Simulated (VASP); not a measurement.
# MnBr2 (P-3m1) in VASP: single point with LDA+U

Aim: the single point of MnBr2 with LDA+U.

Everything below comes from runs of VASP 6.6.1. Logs are shortened: lines on timing, memory, paths and dates and some standing lists are left out, and cuts for length are marked.

**1. The cell of the first run**

It takes space group P-3m1 (No. 164, trigonal). The conventional cell has a = 3.826 Å, b = 3.826 Å, c = 6.171 Å, α = 90.00°, β = 90.00°, γ = 120.00°. Within 3.5 Å of Mn (site symmetry -3m) lie 6 Br at 2.67 Å. Br (site symmetry 3m) has 3 Mn at 2.67 Å within 3.5 Å.

**2. Single point, LDA+U**

Contents of INCAR:

```
SYSTEM = MnBr2
PREC     = Accurate       ! precision mode
ENCUT    = 520            ! plane-wave cutoff, eV
EDIFF    = 1E-6           ! SCF threshold, eV
ISMEAR   = 0              ! smearing method
SIGMA    = 0.05           ! smearing width, eV
LREAL    = .False.        ! projectors in reciprocal space
LASPH    = .True.         ! aspherical terms in the spheres
NELM     = 150            ! most SCF steps
ALGO     = Normal         ! electronic algorithm
ISIF     = 2              ! what is computed and relaxed
LWAVE    = .False.        ! write WAVECAR
LCHARG   = .False.        ! write CHGCAR
LMAXMIX  = 4              ! l up to which the mixer works
LDAU     = .True.         ! DFT+U
LDAUTYPE = 2            
LDAUL    = 2 -1           ! shell
LDAUU    = 4.9 0          ! U, eV
LDAUJ    = 0 0          
LDAUPRINT= 1            
GGA      = CA             ! functional
NBANDS   = 20             ! bands
```

Contents of KPOINTS:

```
Automatic mesh
0
Gamma
  8 8 4
  0 0 0
```

Contents of POSCAR:

```
MnBr2
1.0
    3.8258920574      0.0000000000      0.0000000000
   -1.9129460287      3.3133197139      0.0000000000
    0.0000000000      0.0000000000      6.1709537350
Mn Br
1 2
Direct
    0.0000000000      0.0000000000      0.0000000000
    0.3333333333      0.6666666667      0.2434265097
    0.6666666667      0.3333333333      0.7565734903
```

Potentials or basis: VASP PAW LDA potentials, release 64 (Mn_pv, Br).

On the command line:

```sh
$ cat potpaw_LDA.64/Mn_pv/POTCAR potpaw_LDA.64/Br/POTCAR > POTCAR
$ mpirun -np 1 vasp_std > vasp.out
```

OUTCAR:

```text
SYSTEM = MnBr2
   PREC = Accurate
   ENCUT = 520
   EDIFF = 1E-6
   ISMEAR = 0
   LREAL = .False.
   LASPH = .True.
   NELM = 150
   ISIF = 2
   GGA = CA

 ion  position               nearest neighbor table
   1  0.000  0.000  0.000-   2 2.67   3 2.67   3 2.67   2 2.67   3 2.67   2 2.67
   2  0.333  0.667  0.243-   1 2.67   1 2.67   1 2.67
   3  0.667  0.333  0.757-   1 2.67   1 2.67   1 2.67

  LATTYP: Found a hexagonal cell.
 ALAT       =     3.8258920574
 C/A-ratio  =     1.6129450707

  Lattice vectors:

 A1 = (   3.8258920574,   0.0000000000,   0.0000000000)
 A2 = (  -1.9129460287,   3.3133197139,   0.0000000000)
 A3 = (   0.0000000000,   0.0000000000,   6.1709537350)

Analysis of symmetry for initial positions (statically):
=====================================================================
 Subroutine PRICEL returns:
 Original cell was already a primitive cell.

 Routine SETGRP: Setting up the symmetry group for a
 hexagonal supercell.

 Subroutine GETGRP returns: Found 12 space group operations
 (whereof 12 operations were pure point group operations)
 out of a pool of 24 trial point group operations.

The static configuration has the point symmetry D_3d.

Analysis of symmetry for dynamics (positions and initial velocities):
=====================================================================
 Subroutine PRICEL returns:
 Original cell was already a primitive cell.

 Routine SETGRP: Setting up the symmetry group for a
 hexagonal supercell.

 Subroutine GETGRP returns: Found 12 space group operations
 (whereof 12 operations were pure point group operations)
 out of a pool of 24 trial point group operations.

The dynamic configuration has the point symmetry D_3d.

 Subroutine INISYM returns: Found 12 space group operations
 (whereof 12 operations are pure point group operations),
 and found     1 'primitive' translations

----------------------------------------------------------------------------------------

                                     Primitive cell

  volume of cell :      78.2255

  direct lattice vectors                    reciprocal lattice vectors
[... 144 lines left out ...]

  0.5423  0.0000 -0.0000  0.3960  0.0000
  0.0000  0.4834  0.0000  0.0000  0.3960
 -0.0000  0.0000  0.4818 -0.0000  0.0000
  0.3960  0.0000 -0.0000  0.4834  0.0000
  0.0000  0.3960  0.0000  0.0000  0.5423

 occupancies and eigenvectors

  o =  0.1158  v = -0.6804  0.0000 -0.0000  0.7329  0.0000  0.0000  0.0000  0.0000  0.0000  0.0000      0.0000  0.0000  0.0000  0.0000  0.0000  0.0000  0.0000  0.0000  0.0000  0.0000
  o =  0.1158  v =  0.0000  0.0000  0.0000  0.0000  0.0000 -0.6804  0.0000 -0.0000  0.7329  0.0000      0.0000  0.0000  0.0000  0.0000  0.0000  0.0000  0.0000  0.0000  0.0000  0.0000
  o =  0.1158  v =  0.0000  0.7329  0.0000  0.0000 -0.6804  0.0000  0.0000  0.0000  0.0000  0.0000      0.0000  0.0000  0.0000  0.0000  0.0000  0.0000  0.0000  0.0000  0.0000  0.0000
  o =  0.1158  v =  0.0000  0.0000  0.0000  0.0000  0.0000  0.0000  0.7329  0.0000  0.0000 -0.6804      0.0000  0.0000  0.0000  0.0000  0.0000  0.0000  0.0000  0.0000  0.0000  0.0000
  o =  0.4818  v =  0.0000  0.0000 -1.0000  0.0000  0.0000  0.0000  0.0000  0.0000  0.0000  0.0000      0.0000  0.0000  0.0000  0.0000  0.0000  0.0000  0.0000  0.0000  0.0000  0.0000
  o =  0.4818  v =  0.0000  0.0000  0.0000  0.0000  0.0000  0.0000  0.0000 -1.0000  0.0000  0.0000      0.0000  0.0000  0.0000  0.0000  0.0000  0.0000  0.0000  0.0000  0.0000  0.0000
  o =  0.9099  v = -0.7329  0.0000  0.0000 -0.6804 -0.0000  0.0000  0.0000  0.0000  0.0000  0.0000      0.0000  0.0000  0.0000  0.0000  0.0000  0.0000  0.0000  0.0000  0.0000  0.0000
  o =  0.9099  v =  0.0000  0.0000  0.0000  0.0000  0.0000 -0.7329  0.0000  0.0000 -0.6804 -0.0000      0.0000  0.0000  0.0000  0.0000  0.0000  0.0000  0.0000  0.0000  0.0000  0.0000
  o =  0.9099  v =  0.0000 -0.6804 -0.0000  0.0000 -0.7329  0.0000  0.0000  0.0000  0.0000  0.0000      0.0000  0.0000  0.0000  0.0000  0.0000  0.0000  0.0000  0.0000  0.0000  0.0000
  o =  0.9099  v =  0.0000  0.0000  0.0000  0.0000  0.0000  0.0000 -0.6804 -0.0000  0.0000 -0.7329      0.0000  0.0000  0.0000  0.0000  0.0000  0.0000  0.0000  0.0000  0.0000  0.0000

 number of electron      27.0000009 magnetization

 Free energy of the ion-electron system (eV)
  ---------------------------------------------------
  ext. energy  EPLUGINS =         0.00000000
  ---------------------------------------------------
  free energy    TOTEN  =        -9.97621344 eV

  energy without entropy =       -9.96238980  energy(sigma->0) =       -9.96930162

 E-fermi :   2.2334     XC(G=0):  -9.3672

 val. band max:        2.2320981376   @ k =   0.2500   0.1250   0.0000
 cond. band min:       2.2356853758   @ k =   0.2500   0.0000   0.0000
 fundamental gap:      0.0035872382
 Fermi energy:         2.2334091472

 k-point     1 :       0.0000    0.0000    0.0000
  band No.  band energies     occupation
      1     -45.1192      2.00000
      2     -44.7885      2.00000
      3     -44.7885      2.00000
      4     -13.2292      2.00000
      5     -12.5367      2.00000
      6      -2.8527      2.00000
[... 541 lines left out ...]
     19       9.4629      0.00000
     20      10.2836      0.00000

 [... further k-points ...]

------------------------ aborting loop because EDIFF is reached ----------------------------------------

  FORCE on cell =-STRESS in cart. coord.  units (eV):
  Direction    XX          YY          ZZ          XY          YZ          ZX
  --------------------------------------------------------------------------------------
  -------------------------------------------------------------------------------------
  Total       -4.3505439     -4.3505439     -4.5005577      0.0000000      0.0000000      0.0000000
  in kB      -89.1057622    -89.1057622    -92.1782741      0.0000000      0.0000000      0.0000000
  external PRESSURE =     -90.1299328 kB  Pullay stress =       0.0000000 kB

 VOLUME and BASIS-vectors are now :
 -----------------------------------------------------------------------------
  energy-cutoff  :      520.00
  volume of cell :       78.23
      direct lattice vectors                 reciprocal lattice vectors
     3.825892057  0.000000000  0.000000000     0.261376951  0.150906053  0.000000000
    -1.912946029  3.313319714  0.000000000     0.000000000  0.301812106  0.000000000
     0.000000000  0.000000000  6.170953735     0.000000000  0.000000000  0.162049505

 POSITION                                       TOTAL-FORCE (eV/Angst)
 -----------------------------------------------------------------------------------
      0.00000      0.00000      0.00000         0.000000      0.000000      0.000000
     -0.00000      2.20888      1.50217        -0.000000     -0.000000     -1.360745
      1.91295      1.10444      4.66878         0.000000      0.000000      1.360745
 -----------------------------------------------------------------------------------
    total drift:                               -0.000000     -0.000000     -0.000000

  FREE ENERGIE OF THE ION-ELECTRON SYSTEM (eV)
  ---------------------------------------------------
  free  energy   TOTEN  =        -9.9762134385 eV

  energy  without entropy=       -9.9623898033  energy(sigma->0) =       -9.96930162
```

OSZICAR:

```text
N       E                     dE             d eps       ncg     rms          rms(c)
DAV:   1     0.208778637777E+03    0.20878E+03   -0.13976E+04  1576   0.125E+03
DAV:   2     0.880071975939E+01   -0.19998E+03   -0.19280E+03  1464   0.307E+02
DAV:   3    -0.825331960523E+01   -0.17054E+02   -0.16877E+02  1624   0.895E+01
DAV:   4    -0.859700422513E+01   -0.34368E+00   -0.34314E+00  1592   0.138E+01
DAV:   5    -0.860122901350E+01   -0.42248E-02   -0.42242E-02  1608   0.172E+00    0.991E+00
DAV:   6    -0.963982246031E+01   -0.10386E+01   -0.18404E+01  1564   0.322E+01    0.107E+01
DAV:   7    -0.902094252508E+01    0.61888E+00   -0.11276E+01  1528   0.269E+01    0.465E+00
DAV:   8    -0.969888934267E+01   -0.67795E+00   -0.98307E-01  1596   0.529E+00    0.224E+00
DAV:   9    -0.991512211700E+01   -0.21623E+00   -0.40632E-01  1556   0.321E+00    0.944E-01
DAV:  10    -0.995229998679E+01   -0.37178E-01   -0.60120E-02  1624   0.114E+00    0.654E-01
DAV:  11    -0.997441685257E+01   -0.22117E-01   -0.96028E-02  1684   0.135E+00    0.244E-01
DAV:  12    -0.997579185041E+01   -0.13750E-02   -0.64186E-03  1556   0.496E-01    0.153E-01
DAV:  13    -0.997615698197E+01   -0.36513E-03   -0.13932E-03  1664   0.182E-01    0.376E-02
DAV:  14    -0.997620888058E+01   -0.51899E-04   -0.31722E-04  1968   0.841E-02    0.122E-02
DAV:  15    -0.997621327824E+01   -0.43977E-05   -0.34343E-05  1532   0.265E-02    0.334E-03
DAV:  16    -0.997621343848E+01   -0.16025E-06   -0.14741E-06   928   0.976E-03
   1 F= -.99762134E+01 E0= -.99693016E+01  d E =-.138236E-01
```

stdout:

```text
POSCAR found type information on POSCAR MnBr
 POSCAR found :  2 types and       3 ions
 scaLAPACK will be used
 LDA part: xc-table for (Slater(with rela. corr.)+CA(PZ))
 , standard interpolation
 POSCAR, INCAR and KPOINTS ok, starting setup
 FFT: planning ... GRIDC
 FFT: planning ... GRID_SOFT
 FFT: planning ... GRID
 WAVECAR not read
 entering main loop
```

It took 88 s on 1 thread of Oxide Virtual Turin-like, shared host; peak memory 0.15 GiB.

Results:

```
Free energy            : -9.9762 eV
Pressure               : -9.0 GPa
Largest force          : 1.361 eV/Å
Band gap on the k mesh : zero (an odd number of electrons rules out a gap without spin polarisation)
```

Forces in eV/Å, atoms in the order of the input:
```
Mn   0.000  0.000  0.000
Br   0.000  0.000 -1.361
Br   0.000  0.000  1.361
```

Eigenvalues of the final occupation matrices:
| site | spin | trace | eigenvalues |
| --- | --- | --- | --- |
| site 1 d | 1 | 2.53 | 0.12 0.12 0.48 0.91 0.91 |
| site 1 d | 2 | 2.53 | 0.12 0.12 0.48 0.91 0.91 |

Caveat: the cell stands under tension; an odd number of electrons without spin polarisation forces a metal; a magnetic or distorted state may lie lower; the run has no spin polarisation, though such a crystal can be magnetic; U without spin polarisation on a metal has little footing.
